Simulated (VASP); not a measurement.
# Cr: single point with LDA

The system is Cr.

```
CELL_PARAMETERS angstrom
-1.50398 1.50398 1.50398
1.50398 -1.50398 1.50398
1.50398 1.50398 -1.50398
ATOMIC_POSITIONS crystal
Cr 0.00000 0.00000 0.00000
```

- Program: VASP 6.6.1
- Task: single point
- Functional: LDA
- Potentials or basis: VASP PAW LDA potentials, release 64 (Cr_pv)
- Cutoff: 520 eV
- k mesh: 12 × 12 × 12
- Occupations: fermi-dirac, width 0.05 eV
- Spin: collinear spin, ferromagnetic start
- Starting moments: [3.0] μB

The pressure is -42.1 GPa and the band gap on the k mesh is zero (filled and empty bands overlap). The net moment is 0.00 μB per cell and the valence electrons inside the program's atomic spheres are Cr 10.76.

Levels at points of the mesh, in eV from the Fermi level:
Spin up:
```csv
k point,band 2,band 3,band 4,band 5,band 6,band 7,band 8,band 9,band 10,band 11
"(0.00, 0.00, 0.00)",-42.48,-42.48,-7.14,-0.69,-0.69,-0.69,0.91,0.91,5.31,21.11
"(0.50, 0.00, 0.00)",-42.66,-42.48,-3.65,-1.92,0.90,0.92,1.15,2.31,5.31,8.18
"(0.50, 0.50, 0.50)",-42.87,-42.87,-3.41,-3.41,2.00,2.00,2.00,5.31,9.28,9.28
```
Spin down:
```csv
k point,band 2,band 3,band 4,band 5,band 6,band 7,band 8,band 9,band 10,band 11
"(0.00, 0.00, 0.00)",-42.48,-42.48,-7.14,-0.69,-0.69,-0.69,0.91,0.91,5.31,21.11
"(0.50, 0.00, 0.00)",-42.66,-42.48,-3.65,-1.92,0.90,0.92,1.15,2.31,5.31,8.18
"(0.50, 0.50, 0.50)",-42.87,-42.87,-3.41,-3.41,2.00,2.00,2.00,5.31,9.28,9.28
```

Run time: 46 s on 1 thread of Intel Xeon 8259CL (shared host), peak memory 0.14 GiB.

Caveat: the cell stands under tension.
